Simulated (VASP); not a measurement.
Crystal: TiTe2.

```
Ti Te
1.0
     3.79038    0.00000    0.00000
    -1.89519    3.28257    0.00000
     0.00000    0.00000    6.55589
Ti Te
1 2
Direct
  0.00000 0.00000 0.00000
  0.66667 0.33333 0.25780
  0.33333 0.66667 0.74220
```

Base run:

- Program: VASP 6.6.1
- Functional: r2SCAN
- Potentials or basis: VASP PAW PBE potentials, release 64 (Ti_sv, Te)
- Cutoff: 520 eV
- k mesh: 6 × 6 × 4
- Occupations: fermi-dirac, width 0.02 eV
- Spin: no spin polarisation

Its results: band gap on the k mesh zero (band 12 reaches 7.00 eV, above the bottom of band 13 at 6.43 eV); pressure 1.0 GPa; largest force 0.026 eV/Å.

Task: The run is repeated on the same cell with these changes: functional from r2SCAN to LDA; potentials or basis from VASP PAW PBE potentials, release 64 (Ti_sv, Te) to VASP PAW LDA potentials, release 64 (Ti_sv, Te). What comes out?

Result: Band gap on the k mesh zero (band 12 reaches 6.80 eV, above the bottom of band 13 at 6.18 eV); pressure -4.1 GPa; largest force 0.197 eV/Å.

Caveats: spin-orbit coupling is left out, which moves the levels of the heavy elements; the PAW data sets were made with another functional, which shifts forces and pressure a little (some runs).
